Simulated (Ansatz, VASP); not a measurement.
## Ta2N: VASP beside Ansatz

```
Ta N
1.0
     3.11286    0.00000    0.00000
    -1.55643    2.69582    0.00000
     0.00000    0.00000    4.86984
Ta N
2 1
Direct
  0.33333 0.66667 0.25471
  0.66667 0.33333 0.74529
  0.00000 0.00000 0.00000
```

Alike in both runs: task single point; functional PBEsol; k mesh 6 × 6 × 4; occupations fermi-dirac, width 0.03 eV; no spin polarisation.

```csv
,VASP,Ansatz
version,VASP 6.6.1,Ansatz 0.2.0
potentials or method,"VASP PAW PBE potentials, release 64 (Ta_pv, N), cutoff 520 eV","all-electron LAPW, scalar-relativistic"
```

Ansatz gave:

- gap on the k mesh at the Fermi level (eV): none
- pressure (GPa): -9.0
- traceless stress, the component that is largest in VASP (GPa): -0.07
- rms of the force components (eV/Å): 0.265

What did VASP give for the same quantities?

gap on the k mesh at the Fermi level (eV): none; pressure (GPa): -8.6; traceless stress, the component that is largest in VASP (GPa): -0.10; rms of the force components (eV/Å): 0.244.

VASP's potentials were made for PBE, not for PBEsol. Atom by atom the forces differ by 0.021 eV/Å (rms over components). A gap of «none» marks a metal or a gap that the smearing closes. Ansatz ran all-electron here, and VASP with PAW potentials.

The k mesh is coarse, so the values compare programs but aren't converged. Spin-orbit coupling is off throughout. Noted on Ansatz's run: the k mesh is thin for a metal, which can move the energy by tens of meV per atom.
